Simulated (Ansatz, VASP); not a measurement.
Au in VASP and in Ansatz

The input INCAR:

```
SYSTEM = Au
ALGO     = Normal         ! electronic algorithm
EDIFF    = 1E-6           ! SCF threshold, eV
ENCUT    = 500            ! plane-wave cutoff, eV
GGA      = PE             ! functional
GGA_COMPAT= .FALSE.      
ISIF     = 2              ! what is computed and relaxed
ISMEAR   = -1             ! smearing method
LASPH    = .TRUE.         ! aspherical terms in the spheres
LCHARG   = .FALSE.        ! write CHGCAR
LREAL    = .FALSE.        ! projectors in reciprocal space
LWAVE    = .FALSE.        ! write WAVECAR
NBANDS   = 18             ! bands
NELM     = 120            ! most SCF steps
PREC     = Accurate       ! precision mode
SIGMA    = 0.014          ! smearing width, eV
```

The input KPOINTS:

```
k-points
0
G
  6 6 4
  0 0 0
```

The input POSCAR:

```
Au
1.0
    1.4113099650     -2.5559330250      0.0000000000
    1.4113099650      2.5559330250      0.0000000000
    0.0000000000      0.0000000000      4.8931696100
Au
2
Direct
    0.6653279700      0.3346720300      0.2500000000
    0.3346720300      0.6653279700      0.7500000000
```

Input for Ansatz:

```yaml
crystal:
  lattice:
    - [1.411309965, -2.555933025, 0.0]
    - [1.411309965, 2.555933025, 0.0]
    - [0.0, 0.0, 4.89316961]
  atoms:
    - { symbol: Au, position: [0.66532797, 0.33467203, 0.25] }
    - { symbol: Au, position: [0.33467203, 0.66532797, 0.75] }
basis:
  ecutwfc: 420
  xc_grid: 2
kpoints:
  mp_grid: { grid: [6, 6, 4] }
hamiltonian:
  xc: pbe
scf:
  occupations: { method: fermi_dirac, width: 0.014 }
output:
  forces: true
  stress: true
  eigenvalues: true
```

Alike in both runs: task single point; functional PBE; k mesh 6 × 6 × 4; occupations fermi-dirac, width 0.014 eV; no spin polarisation.

```csv
,VASP,Ansatz
version,VASP 6.6.1,Ansatz 0.2.0
potentials or method,"VASP PAW PBE potentials, release 64 (Au), cutoff 500 eV","scalar-relativistic, plane waves, PAW"
valence electrons in the cell,22,38
```

```csv
,VASP,Ansatz,Ansatz less VASP
gap on the k mesh at the Fermi level (eV),none,none,-
pressure (GPa),3.1,3.4,+0.25
"traceless stress, the component that is largest in VASP (GPa)",-5.00,-4.99,+0.006
rms of the force components (eV/Å),0.016,0.016,-0.0006
```

Atom by atom the forces differ by 0.001 eV/Å (rms over components). A gap of «none» marks a metal or a gap that the smearing closes. VASP's potentials hold 22 valence electrons a cell and Ansatz's 38, so a difference there can come from the potentials and not from the codes.

The k mesh is coarse, so the values compare programs but aren't converged. Spin-orbit coupling is off throughout.
